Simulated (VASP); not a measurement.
Input of a VASP 6.6.1 run:

The input INCAR:

```
PREC     = Accurate       # precision mode
ENCUT    = 520            # plane-wave cutoff, eV
EDIFF    = 1E-6           # SCF threshold, eV
ISMEAR   = 0              # smearing method
SIGMA    = 0.02           # smearing width, eV
LREAL    = Auto         
LASPH    = T              # aspherical terms in the spheres
NELM     = 100            # most SCF steps
ALGO     = Normal         # electronic algorithm
ISIF     = 2              # what is computed and relaxed
LWAVE    = F              # write WAVECAR
LCHARG   = T              # write CHGCAR
GGA      = PE             # functional
LELF     = T              # ELF
LVHAR    = T            
NELECT   = 74.0         
NBANDS   = 52             # bands
```

Contents of KPOINTS:

```
Automatic mesh
0
Gamma
  2 2 2
```

The input POSCAR:

```
CuSi16
1.0
    0.0000000000      5.4300000000      5.4300000000
    5.4300000000      0.0000000000      5.4300000000
    5.4300000000      5.4300000000      0.0000000000
Si Cu
16 1
Direct
   -0.0007426335     -0.0304783610      0.0276037753
    0.1215751381      0.1251349908      0.1173876611
   -0.0066209024      0.0016485267      0.5068531308
    0.1137185083      0.1142363720      0.6562358195
   -0.0018364641      0.4999852670     -0.0087189687
    0.1363662063      0.5989560773      0.1290860958
    0.0001060773      0.4900372007      0.5101727440
    0.1267173112      0.6294755064      0.6168099448
    0.5011897790      0.0075229282     -0.0121645488
    0.6314196133      0.1272958564      0.1175978821
    0.4953927256      0.0033102210      0.5064617864
    0.6216548803      0.1423670350      0.6131011050
    0.5107961326      0.5017784530     -0.0091650092
    0.6254473297      0.6345462247      0.1161379374
    0.4989118785      0.5136765193      0.4899196133
    0.6274880295      0.6309769797      0.6163500921
    0.2572755064      1.1953421731      0.2848863720
```

Potentials or basis: VASP PAW PBE potentials, release 64 (Si, Cu).

The run is started by

```bash
$ cat potpaw_PBE.64/Si/POTCAR potpaw_PBE.64/Cu/POTCAR > POTCAR
$ mpirun -np 1 vasp_std > vasp.out
```

Problem. Predict the largest force.

Solution. 0.035 eV/Å.

Forces in eV/Å, atoms in the order of the input:
```
Si   0.001 -0.010  0.005
Si   0.009  0.007  0.005
Si   0.005 -0.004 -0.002
Si   0.002 -0.002  0.002
Si   0.002 -0.001 -0.004
Si   0.013 -0.020  0.014
Si  -0.006 -0.011  0.012
Si  -0.002 -0.007 -0.010
Si  -0.006  0.001 -0.001
Si  -0.007  0.009  0.006
Si   0.005  0.014  0.004
Si   0.002  0.004 -0.006
Si   0.004 -0.006 -0.007
Si  -0.002  0.002 -0.009
Si   0.010 -0.003 -0.001
Si  -0.005  0.004 -0.003
Cu  -0.025  0.023 -0.004
```

Caveat: the k points lie up to 0.50 Å⁻¹ apart; the cell carries a net charge on a neutralising background, which shifts energy and pressure.
